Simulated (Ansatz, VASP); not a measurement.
**EuZrF4: VASP beside Ansatz**

```
CELL_PARAMETERS angstrom
4.02294 0.00000 0.00000
0.00000 4.02294 0.00000
0.00000 0.00000 5.60313
ATOMIC_POSITIONS crystal
Eu 0.50000 0.50000 0.00000
Zr 0.00000 0.00000 0.50000
F 0.00000 0.50000 0.27278
F 0.50000 0.00000 0.27278
F 0.00000 0.50000 0.72722
F 0.50000 0.00000 0.72722
```

Change from the starting cell: species swapped into the BaSrI4 type (P4/mmm, No. 123).

Alike in both runs: functional PBE; k mesh 10 × 10 × 8; occupations gaussian, width 0.1 eV; collinear spin.

Ansatz relaxed the structure, and its values are those at the end. VASP's run is a single point on that final structure, the one shown.

```csv
,VASP,Ansatz
version,VASP 6.6.1,Ansatz 0.2.0
potentials or method,"VASP PAW PBE potentials, release 64 (Eu, Zr_sv, F), cutoff 600 eV","scalar-relativistic, plane waves, PAW"
valence electrons in the cell,57,57
```

Ansatz gave:

```
gap on the k mesh at the Fermi level (eV)                     : none
pressure (GPa)                                                : 0.0
rms of the force components (eV/Å)                            : 0.002
net moment per atom (μB)                                      : 0.84
size of the moment on the site where the two differ most (μB) : 0.91
```

Task: What did VASP give for the same quantities?

Result: gap on the k mesh at the Fermi level (eV): none; pressure (GPa): -0.7; rms of the force components (eV/Å): 0.008; net moment per atom (μB): 0.85; size of the moment on the site where the two differ most (μB): 1.28.

Site moments also hang on the region over which each program counts them. A gap of «none» marks a metal or a gap that the smearing closes. Ansatz's warnings: given moment on shells.

Neither program's run includes spin-orbit coupling.
